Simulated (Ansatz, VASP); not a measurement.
**LiCl: VASP beside Ansatz**

```
Li Cl
1.0
    -0.05845    2.49759    2.49759
     2.49759   -0.05845    2.49759
     2.49759    2.49759   -0.05845
Li Cl
1 1
Direct
  0.00000 0.00000 0.00000
  0.50000 0.50000 0.50000
```

Change from the starting cell: shear_111 strain -3.4%.

Alike in both runs: task single point; functional HSE06; k mesh 6 × 6 × 6; no spin polarisation.

|  | VASP | Ansatz |
| --- | --- | --- |
| version | VASP 6.6.1 | Ansatz 0.2.0 |
| potentials or method | VASP PAW PBE potentials, release 64 (Li_sv, Cl) | plane waves, PAW |
| plane-wave cutoff (eV) | 520 | 420 |
| occupations | gaussian, width 0.01 eV | fixed |
| valence electrons in the cell | 10 | 10 |

```tsv
	VASP	Ansatz	Ansatz less VASP
gap on the k mesh at the Fermi level (eV)	7.84	7.84	-0.003
```

Ansatz's warnings: stress exchange threshold loose, stress scf threshold loose.

Noted on VASP's run: the cutoff is short for stress, so the pressure is rough.
